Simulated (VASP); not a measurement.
A run of VASP 6.6.1 is set up as follows.

File POSCAR:

```
SnO
1.0
    3.3991548656      0.0000000000      0.0000000000
    0.0000000000      5.7487718259      0.0000000000
    0.0000000000      0.0000000000      4.2775286081
Sn O
2 2
Direct
    0.5000000000      0.7680910000      0.0131440000
    0.0000000000      0.2319090000      0.5131440000
    0.5000000000      0.1087500000      0.2368570000
    0.0000000000      0.8912500000      0.7368570000
```

INCAR.step1

```
SYSTEM = SnO
PREC = Accurate
ENCUT = 520
ISMEAR = -1
SIGMA = 0.05
LREAL = .FALSE.
LASPH = .TRUE.
NELM = 60
NBANDS = 28
GGA = PE
ALGO = Normal
EDIFF = 1E-4
LWAVE = .TRUE.
LCHARG = .FALSE.
```

The input INCAR.step2:

```
SYSTEM = SnO
PREC = Accurate
ENCUT = 520
EDIFF = 1E-6
ISMEAR = -1
SIGMA = 0.05
LREAL = .FALSE.
LASPH = .TRUE.
NELM = 60
ALGO = Normal
ISIF = 2
LWAVE = .FALSE.
LCHARG = .FALSE.
METAGGA = R2SCAN
LMIXTAU = .TRUE.
NBANDS = 28
ISTART = 1
```

File KPOINTS:

```
regular mesh
0
G
  8 5 6
  0 0 0
```

Potentials or basis: VASP PAW PBE potentials, release 64 (Sn_d, O).

The run is started by

```console
$ cat potpaw_PBE.64/Sn_d/POTCAR potpaw_PBE.64/O/POTCAR > POTCAR
$ cp INCAR.step1 INCAR
$ mpirun -np 1 vasp_std > vasp.out
$ cp INCAR.step2 INCAR
$ mpirun -np 1 vasp_std > vasp.out
```

What does it give for the largest force?

1.026 eV/Å.

Predict the band gap on the k mesh.

1.84 eV (least direct gap 2.44 eV).

What does it give for the pressure?

-5.3 GPa.

Stress tensor (GPa, compression positive):
```
-6.49  0.00  0.00
 0.00 -4.92  0.00
 0.00  0.00 -4.53
```

Caveat: the cell stands under tension; the PAW data sets were made with another functional, which shifts forces and pressure a little; spin-orbit coupling is left out, which moves the levels of the heavy elements. A k mesh can miss the band edges.
